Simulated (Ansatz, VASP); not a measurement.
## Ga in VASP and in Ansatz

```xyz
4
Lattice="2.2871 -3.8706 0.0000 2.2871 3.8706 0.0000 0.0000 0.0000 4.5890" Properties=species:S:1:pos:R:3 pbc="T T T"
Ga    2.2871   -1.2099    1.9170
Ga    2.2871   -2.6607    4.2115
Ga    2.2871    1.2099    2.6719
Ga    2.2871    2.6607    0.3775
```

Alike in both runs: functional PBE; k mesh 12 × 12 × 10; occupations gaussian, width 0.1 eV; no spin polarisation.

Ansatz relaxed the structure, and its values are those at the end. VASP's run is a single point on that final structure, the one shown.

|  | VASP | Ansatz |
| --- | --- | --- |
| version | VASP 6.6.1 | Ansatz 0.2.0 |
| potentials or method | VASP PAW PBE potentials, release 64 (Ga_d), cutoff 520 eV | scalar-relativistic, plane waves, PAW |
| valence electrons in the cell | 52 | 52 |

|  | VASP | Ansatz | Ansatz less VASP |
| --- | --- | --- | --- |
| gap on the k mesh at the Fermi level (eV) | none | none | - |
| pressure (GPa) | 0.1 | 0.0 | -0.13 |

A gap of «none» marks a metal or a gap that the smearing closes. With one functional, cell and mesh, what is left measures potentials, basis and numerics.
